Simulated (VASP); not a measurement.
## BaF2 (Frankdicksonite): single point with PBEsol

BaF2 (Frankdicksonite):

```
CELL_PARAMETERS angstrom
0.00000 2.97715 2.97715
2.97715 0.00000 2.97715
2.97715 2.97715 0.00000
ATOMIC_POSITIONS crystal
Ba 0.00000 0.00000 0.00000
F 0.25000 0.25000 0.25000
F 0.75000 0.75000 0.75000
```

* Program: VASP 6.6.1
* Task: single point
* Functional: PBEsol
* Potentials or basis: VASP PAW PBE potentials, release 64 (Ba_sv, F)
* Cutoff: 600 eV
* k mesh: 6 × 6 × 6
* Occupations: gaussian, width 0.01 eV
* Spin: no spin polarisation

```
Pressure               : 8.9 GPa
Band gap on the k mesh : 7.14 eV, indirect (least direct gap 7.28 eV)
```

Levels at points of the mesh, in eV from the valence-band top:
```
           k point  band 10  band 11  band 12  band 13  band 14  band 15
(0.00, 0.00, 0.00)    -0.14    -0.14    -0.14     7.14     9.53     9.53
(0.50, 0.00, 0.00)    -0.34    -0.14    -0.14     9.59     9.59     9.75
(0.50, 0.50, 0.00)    -0.26    -0.21    -0.21     7.35     9.52    11.38
```

Run time: 25 s on 1 thread of Intel(R) Xeon(R) Platinum 8488C (Sapphire Rapids) (shared host), peak memory 0.2 GiB.

Caveat: the PAW data sets were made with another functional, which shifts forces and pressure a little; spin-orbit coupling is left out, which moves the levels of the heavy elements. A hybrid or GW would open this gap; PBEsol tends to underestimate it.
